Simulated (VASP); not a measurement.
TiC, 4 atoms in the cell. It takes space group R-3m (No. 166, trigonal). Conventional cell: a = 3.100 Å, b = 3.100 Å, c = 14.609 Å, α = 90.00°, β = 90.00°, γ = 120.00°. Ti (site symmetry 3m) has 6 C at 2.02 to 2.34 Å and 3 Ti at 2.59 Å within 2.7 Å. Within 3.1 Å of C (site symmetry -3m) lie 6 Ti at 2.34 Å and 12 C at 3.02 to 3.10 Å. Within 2.7 Å of C (site symmetry -3m) lie 6 Ti at 2.02 Å. 

- Program: VASP 6.6.1
- Task: relaxation of cell and atoms
- Functional: PBE
- Potentials or basis: VASP PAW PBE potentials, release 64 (Ti_sv, C)
- Cutoff: 600 eV
- k mesh: 6 × 6 × 6
- Occupations: gaussian, width 0.1 eV
- Spin: no spin polarisation
- Dipole correction: no
- Further INCAR settings: ALGO = Normal; EDIFF = 1e-06; IBRION = 2; EDIFFG = -0.04; NSW = 90; ISIF = 3

Potentials or basis: VASP PAW PBE potentials, release 64 (Ti_sv, C).

Command:

```sh
$ cat potpaw_PBE.64/Ti_sv/POTCAR potpaw_PBE.64/C/POTCAR > POTCAR
$ mpirun -np 1 vasp_std > vasp.out
```

Hardware: 1 thread of Intel(R) Xeon(R) Platinum 8259CL CPU @ 2.50GHz (Skylake/Cascade Lake) (shared host).

**Question.** How long does it take, and how much memory?

**Answer.** Run time: 10 min on 1 thread of Intel(R) Xeon(R) Platinum 8259CL CPU @ 2.50GHz (Skylake/Cascade Lake) (shared host), peak memory 0.29 GiB. Counts: scf iterations 100, k points 32, ion steps 9.
